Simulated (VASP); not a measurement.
TaSi2: single point with PBEsol+U

Crystal: TaSi2.

```xyz
9
Lattice="4.7800 0.0000 0.0000 -2.3900 4.1396 0.0000 0.0000 0.0000 6.5640" Properties=species:S:1:pos:R:3 pbc="T T T"
Ta   -1.1950    2.0698    1.0940
Ta    1.1950    2.0698    5.4700
Ta    2.3900    0.0000    3.2820
Si    1.1949    0.6899    1.0940
Si   -1.1951    3.4497    5.4700
Si    2.3900    2.7599    3.2820
Si    1.1951    3.4497    1.0940
Si    3.5851    0.6899    5.4700
Si    0.0000    1.3797    3.2820
```

| Item | Value |
| --- | --- |
| Program | VASP 6.6.1 |
| Task | single point |
| Functional | PBEsol |
| Potentials or basis | VASP PAW PBE potentials, release 64 (Ta_pv, Si) |
| Cutoff | 520 eV |
| k mesh | 7 × 7 × 4 |
| Occupations | fermi-dirac, width 0.05 eV |
| Spin | no spin polarisation |
| Hubbard terms | Ta d U = 8.0 eV |
| Dipole correction | no |
| k mesh for the DOS | 11 × 11 × 6 |
| Occupations for the DOS | tetrahedron |
| Further INCAR settings | ALGO = Normal; EDIFF = 1e-06; NBANDS = 38 |

```yaml
Valence_electrons_inside_the_program's_atomic_spheres: Ta 8.76; Si 1.67
```

Levels at points of the mesh, in eV from the Fermi level:
```csv
k point,band 26,band 27,band 28,band 29,band 30,band 31,band 32,band 33
"(0.00, 0.00, 0.00)",-2.53,-2.53,-2.53,-2.36,0.50,2.66,2.66,3.31
"(0.00, 0.00, 0.50)",-2.52,-2.43,-2.21,1.20,1.20,2.44,2.44,2.56
```

Eigenvalues of the final occupation matrices:
```
    site  spin  trace               eigenvalues
site 1 d     1   1.13  0.21 0.21 0.22 0.22 0.27
site 1 d     2   1.13  0.21 0.21 0.22 0.22 0.27
site 2 d     1   1.13  0.21 0.21 0.22 0.22 0.27
site 2 d     2   1.13  0.21 0.21 0.22 0.22 0.27
site 3 d     1   1.13  0.21 0.21 0.22 0.22 0.27
site 3 d     2   1.13  0.21 0.21 0.22 0.22 0.27
```

Wall time 4.9 min on 1 thread of Intel Xeon 8259CL (shared host), peak memory 0.36 GiB.

Caveat: spin-orbit coupling is left out, which moves the levels of the heavy elements; an odd number of electrons without spin polarisation forces a metal; a magnetic or distorted state may lie lower; U without spin polarisation on a metal has little footing; the U is typed as a test and isn't derived for this compound.
